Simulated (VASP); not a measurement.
# Si5N (I4/mmm) in VASP: notebook

Si5N is run at these levels: PBE; tasks: single point, relaxation of cell and atoms.

All numbers are computed with VASP 6.6.1; they aren't measurements. Logs are shortened: lines on timing, memory, paths and dates and some standing lists are left out, and cuts for length are marked.

## (1) The cell of the first run

It takes space group I4/mmm (No. 139, tetragonal). The conventional cell has a = 6.358 Å, b = 6.358 Å, c = 4.521 Å, α = 90.00°, β = 90.00°, γ = 90.00°. Si (site symmetry m2m) has 1 N at 1.96 Å and 1 Si at 2.44 Å within 2.6 Å. Within 3.0 Å of Si (site symmetry 4/mmm) lie 2 N at 2.26 Å and 8 Si at 2.99 Å. N (site symmetry 4/mmm) has 6 Si at 1.96 to 2.26 Å within 2.6 Å.

## (2) Single point, PBE

Input file INCAR:

```
ALGO     = Normal         # electronic algorithm
EDIFF    = 1E-7           # SCF threshold, eV
ENCUT    = 520            # plane-wave cutoff, eV
GGA      = PE             # functional
ISIF     = 2              # what is computed and relaxed
ISMEAR   = 0              # smearing method
LASPH    = True           # aspherical terms in the spheres
LCHARG   = False          # write CHGCAR
LREAL    = False          # projectors in reciprocal space
LWAVE    = False          # write WAVECAR
NBANDS   = 22             # bands
NELM     = 100            # most SCF steps
PREC     = Accurate       # precision mode
SIGMA    = 0.1            # smearing width, eV
```

Input file KPOINTS:

```
k-points
0
Gamma
  10 10 10
```

Input file POSCAR:

```
Si5N
1.0
   -3.1789127873      3.1789127873      2.2604201149
    3.1789127873     -3.1789127873      2.2604201149
    3.1789127873      3.1789127873     -2.2604201149
Si N
5 1
Direct
    0.0000000000      0.3082445478      0.3082445478
    0.0000000000      0.6917554522      0.6917554522
    0.6917554522      0.0000000000      0.6917554522
    0.3082445478      0.0000000000      0.3082445478
    0.5000000000      0.5000000000      0.0000000000
    0.0000000000      0.0000000000      0.0000000000
```

Potentials or basis: VASP PAW PBE potentials, release 64 (Si, N).

The run is started by

```sh
> cat potpaw_PBE.64/Si/POTCAR potpaw_PBE.64/N/POTCAR > POTCAR
> mpirun -np 1 vasp_std > vasp.out
```

OUTCAR:

```text
EDIFF = 1E-7
   ENCUT = 520
   GGA = PE
   ISIF = 2
   ISMEAR = 0
   LASPH = True
   LREAL = False
   NELM = 100
   PREC = Accurate

 ion  position               nearest neighbor table
   1  0.000  0.308  0.308-   6 1.96   2 2.44   4 2.77   3 2.77   4 2.84   3 2.84   3 2.84   4 2.84
                             5 2.99   5 2.99
   2  0.000  0.692  0.692-   6 1.96   1 2.44   3 2.77   4 2.77   4 2.84   3 2.84   3 2.84   4 2.84
                             5 2.99   5 2.99
   3  0.692  0.000  0.692-   6 1.96   4 2.44   1 2.77   2 2.77   1 2.84   2 2.84   2 2.84   1 2.84
                             5 2.99   5 2.99
   4  0.308  0.000  0.308-   6 1.96   3 2.44   1 2.77   2 2.77   1 2.84   2 2.84   2 2.84   1 2.84
                             5 2.99   5 2.99
   5  0.500  0.500  0.000-   6 2.26   6 2.26   4 2.99   2 2.99   3 2.99   1 2.99   1 2.99   3 2.99
                             2 2.99   4 2.99
   6  0.000  0.000  0.000-   1 1.96   2 1.96   3 1.96   4 1.96   5 2.26   5 2.26

  LATTYP: Found a body centered tetragonal cell.
 ALAT       =     6.3578255746
 C/A-ratio  =     0.7110670428

  Lattice vectors:

 A1 = (  -3.1789127873,   3.1789127873,   2.2604201149)
 A2 = (   3.1789127873,  -3.1789127873,   2.2604201149)
 A3 = (   3.1789127873,   3.1789127873,  -2.2604201149)

Analysis of symmetry for initial positions (statically):
=====================================================================
 Subroutine PRICEL returns:
 Original cell was already a primitive cell.

 Routine SETGRP: Setting up the symmetry group for a
 body centered tetragonal supercell.

 Subroutine GETGRP returns: Found 16 space group operations
 (whereof 16 operations were pure point group operations)
 out of a pool of 16 trial point group operations.

The static configuration has the point symmetry D_4h.

Analysis of symmetry for dynamics (positions and initial velocities):
=====================================================================
 Subroutine PRICEL returns:
 Original cell was already a primitive cell.

 Routine SETGRP: Setting up the symmetry group for a
 body centered tetragonal supercell.

 Subroutine GETGRP returns: Found 16 space group operations
 (whereof 16 operations were pure point group operations)
 out of a pool of 16 trial point group operations.

The dynamic configuration has the point symmetry D_4h.

 Subroutine INISYM returns: Found 16 space group operations
[... 106 lines left out ...]
   LREAL  =      F    real-space projection
   EDIFFG = 0.1E-05   stopping-criterion for IOM
   NSW    =      0    number of steps for IOM
   IBRION =     -1    ionic relax: 0-MD 1-quasi-New 2-CG
   NFREE  =      0    steps in history (QN), initial steepest desc. (CG)
   ISIF   =      2    stress and relaxation
   ISYM   =      2    0-nonsym 1-usesym 2-fastsym
   POTIM  = 0.5000    time-step for ionic-motion
   TEBEG  =    0.0;   TEEND  =   0.0 temperature during run
   PSTRESS=    0.0 pullay stress
   NELECT =      25.0000    total number of electrons
   NUPDOWN=      -1.0000    fix difference up-down
   EMIN   =  10.00;   EMAX   =-10.00  energy-range for DOS
   EFERMI =   0.00;   METHOD = LEGACY
   ISMEAR =     0;   SIGMA  =   0.10  broadening in eV -4-tet -1-fermi 0-gaus
   EFERMI_NEDOS =   21; number of points for ismear=-14 and -15
   IALGO  =     38    algorithm
   IMIX   =      4    mixing-type and parameters
     AMIX     =   0.40;   BMIX     =  1.00
     AMIX_MAG =   1.60;   BMIX_MAG =  1.00
  volume/ion in A,a.u.               =      15.23       102.77
  Fermi-wavevector in a.u.,A,eV,Ry     =   1.062803  2.008406 15.368459  1.129550
  Thomas-Fermi vector in A             =   2.198266
   LORBIT       =      0    0 simple, 1 ext, 2 COOP (PROOUT), +10 PAW based schemes
   GGA     = PE    functional components
   LHFCALC =     F    Hartree Fock is set to
   AEXX    =    0.0000 exact exchange contribution
   IVDW    =     0    specifies the selected vdW correction
   LEPSILON=     F    determine dielectric tensor
   LRPA    =     F    only Hartree local field effects (RPA)
 non-spin polarized calculation
 Gauss-broadening in eV      SIGMA  =   0.10
  energy-cutoff  :      520.00
  volume of cell :       91.37
 maximum number of plane-waves:      2509
 NGX is ok and might be reduce to    40
   NGX = 19   NGY = 19   NGZ = 19

 number of electron      24.9999999 magnetization

 Free energy of the ion-electron system (eV)
  ---------------------------------------------------
  ext. energy  EPLUGINS =         0.00000000
  ---------------------------------------------------
  free energy    TOTEN  =       -30.15352464 eV

  energy without entropy =      -30.14066259  energy(sigma->0) =      -30.14709362

 E-fermi :   8.2696     XC(G=0): -10.6248

 val. band max:        8.2581595565   @ k =  -0.3000   0.3000   0.2000
 cond. band min:       8.2910357184   @ k =   0.4000   0.4000  -0.0000
 fundamental gap:      0.0328761618
 Fermi energy:         8.2695740454

 k-point     1 :       0.0000    0.0000    0.0000
  band No.  band energies     occupation
      1      -9.8885      2.00000
      2      -2.9563      2.00000
      3      -1.0802      2.00000
      4      -1.0802      2.00000
      5       1.1720      2.00000
      6       2.6536      2.00000
[... 589 lines left out ...]
     21      14.0090      0.00000
     22      14.4028      0.00000

 [... further k-points ...]

------------------------ aborting loop because EDIFF is reached ----------------------------------------

  FORCE on cell =-STRESS in cart. coord.  units (eV):
  Direction    XX          YY          ZZ          XY          YZ          ZX
  --------------------------------------------------------------------------------------
  -------------------------------------------------------------------------------------
  Total        0.0065724      0.0065724      0.0046667      0.0000000     -0.0000000      0.0000000
  in kB        0.1152474      0.1152474      0.0818300      0.0000000     -0.0000000      0.0000000
  external PRESSURE =       0.1041082 kB  Pullay stress =       0.0000000 kB

 VOLUME and BASIS-vectors are now :
 -----------------------------------------------------------------------------
  energy-cutoff  :      520.00
  volume of cell :       91.37
      direct lattice vectors                 reciprocal lattice vectors
    -3.178912787  3.178912787  2.260420115     0.000000000  0.157286479  0.221197819
     3.178912787 -3.178912787  2.260420115     0.157286479  0.000000000  0.221197819
     3.178912787  3.178912787 -2.260420115     0.157286479  0.157286479  0.000000000

 POSITION                                       TOTAL-FORCE (eV/Angst)
 -----------------------------------------------------------------------------------
      1.95977      0.00000      0.00000        -0.006299      0.000000     -0.000000
      4.39806      0.00000      0.00000         0.006299      0.000000      0.000000
      0.00000      4.39806      0.00000         0.000000      0.006299      0.000000
      0.00000      1.95977      0.00000         0.000000     -0.006299     -0.000000
      0.00000      0.00000      2.26042        -0.000000      0.000000     -0.000000
      0.00000      0.00000      0.00000         0.000000      0.000000      0.000000
 -----------------------------------------------------------------------------------
    total drift:                               -0.000000      0.000000      0.000000

  FREE ENERGIE OF THE ION-ELECTRON SYSTEM (eV)
  ---------------------------------------------------
  free  energy   TOTEN  =       -30.1535246444 eV

  energy  without entropy=      -30.1406625888  energy(sigma->0) =      -30.14709362
```

stdout:

```text
POSCAR found type information on POSCAR SiN
 POSCAR found :  2 types and       6 ions
 scaLAPACK will be used
 LDA part: xc-table for (Slater+PW92), standard interpolation
 POSCAR, INCAR and KPOINTS ok, starting setup
 FFT: planning ... GRIDC
 FFT: planning ... GRID_SOFT
 FFT: planning ... GRID
 WAVECAR not read
 entering main loop
```

It took 99 s on 1 thread of Intel Xeon Platinum 8481C at 2.70GHz (Sapphire Rapids), shared host; peak memory 0.33 GiB.

Results:

- Free energy: -30.1535 eV
- Pressure: 0.0 GPa
- Largest force: 0.006 eV/Å

Forces on the atoms (eV/Å):
```
Si  -0.006  0.000  0.000
Si   0.006  0.000  0.000
Si   0.000  0.006  0.000
Si   0.000 -0.006  0.000
Si   0.000  0.000  0.000
N    0.000  0.000  0.000
```

## (3) Relaxation of cell and atoms, PBE

This run uses another cell than the first one, of 15.30 Å³/atom, 1.005 times its volume.

Input file INCAR:

```
PREC     = Accurate       # precision mode
ENCUT    = 600            # plane-wave cutoff, eV
EDIFF    = 1E-7           # SCF threshold, eV
ISMEAR   = 0              # smearing method
SIGMA    = 0.1            # smearing width, eV
LREAL    = F              # projectors in reciprocal space
LASPH    = T              # aspherical terms in the spheres
NELM     = 100            # most SCF steps
ALGO     = Normal         # electronic algorithm
ISIF     = 3              # what is computed and relaxed
LWAVE    = F              # write WAVECAR
LCHARG   = F              # write CHGCAR
GGA      = PE             # functional
IBRION   = 2              # ionic algorithm
NSW      = 100            # ionic steps
EDIFFG   = -0.01          # ionic threshold
```

Input file KPOINTS:

```
Automatic mesh
0
Gamma
  10 10 10
```

Input file POSCAR:

```
Si5N
1.0
   -3.1177867542      3.1177867542      2.3613284204
    3.1177867542     -3.1177867542      2.3613284204
    3.1177867542      3.1177867542     -2.3613284204
Si N
5 1
Direct
    0.0000000000      0.3119665886      0.3119665886
    0.0000000000      0.6880334114      0.6880334114
    0.6880334114      0.0000000000      0.6880334114
    0.3119665886      0.0000000000      0.3119665886
    0.5000000000      0.5000000000      0.0000000000
    0.0000000000      0.0000000000      0.0000000000
```

Potentials or basis: VASP PAW PBE potentials, release 64 (Si, N).

The run is started by

```sh
> cat potpaw_PBE.64/Si/POTCAR potpaw_PBE.64/N/POTCAR > POTCAR
> mpirun -np 1 vasp_std > vasp.out
```

Wall time 8.4 min (1 thread of Intel Xeon Platinum 8481C at 2.70GHz (Sapphire Rapids), shared host); peak memory 0.34 GiB.

The run converged. Its results:

- Free energy: -30.1558 eV
- Relaxed volume: 15.23 Å³/atom
- Relaxed cell: a = 5.032 Å, b = 5.032 Å, c = 5.032 Å, α = 101.66°, β = 101.66°, γ = 126.58°
- Space group after relaxing (to 0.05 Å): I4/mmm (No. 139)
- Energy gained by relaxing: 6.2 meV/atom
- Ionic steps: 11
- Pressure after relaxing: 0.0 GPa
- Largest force after relaxing: 0.010 eV/Å

Forces in eV/Å, atoms in the order of the input:
```
Si  -0.010  0.000  0.000
Si   0.010  0.000  0.000
Si   0.000  0.010  0.000
Si   0.000 -0.010  0.000
Si   0.000  0.000  0.000
N    0.000  0.000  0.000
```

Step by step:
| step | energy change (eV) | largest force (eV/Å) | pressure (GPa) | volume (Å³) |
| --- | --- | --- | --- | --- |
| 1 | 0.0000 | 0.2345 | 0.35 | 91.81 |
| 2 | -0.0243 | 0.0181 | -0.12 | 92.24 |
| 3 | -0.0291 | 0.0352 | -0.50 | 92.57 |
| 4 | -0.0300 | 0.0479 | -0.66 | 92.71 |
| 5 | -0.0298 | 0.0872 | -0.97 | 92.97 |
| 6 | -0.0303 | 0.0594 | -0.77 | 92.80 |
| 7 | -0.0355 | 0.0448 | 0.03 | 91.61 |
| 8 | -0.0358 | 0.0404 | 0.29 | 91.25 |
| 9 | -0.0368 | 0.0272 | 0.03 | 91.32 |
| 10 | -0.0368 | 0.0239 | 0.05 | 91.31 |
| 11 | -0.0370 | 0.0098 | -0.02 | 91.40 |

Final structure:
```
CELL_PARAMETERS angstrom
-3.17844 3.17844 2.26176
3.17844 -3.17844 2.26176
3.17844 3.17844 -2.26176
ATOMIC_POSITIONS crystal
Si 0.00000 0.30829 0.30829
Si 0.00000 0.69171 0.69171
Si 0.69171 0.00000 0.69171
Si 0.30829 0.00000 0.30829
Si 0.50000 0.50000 0.00000
N 0.00000 0.00000 0.00000
```

Levels at points of the mesh, in eV from the Fermi level:
```csv
k point,band 10,band 11,band 12,band 13,band 14,band 15
"(0.00, 0.00, 0.00)",-3.13,-3.13,-1.30,-1.30,-0.57,-0.36
"(0.50, 0.00, 0.00)",-2.11,-1.12,-0.66,0.07,0.80,1.41
"(0.50, 0.50, 0.00)",-4.13,-1.45,-0.85,0.31,0.58,1.94
"(0.50, 0.50, 0.50)",-3.26,0.40,0.63,0.63,1.13,1.85
```

Caveat: the bands computed are all filled at some k points, so no gap is given.

[end of part 1 of 2]
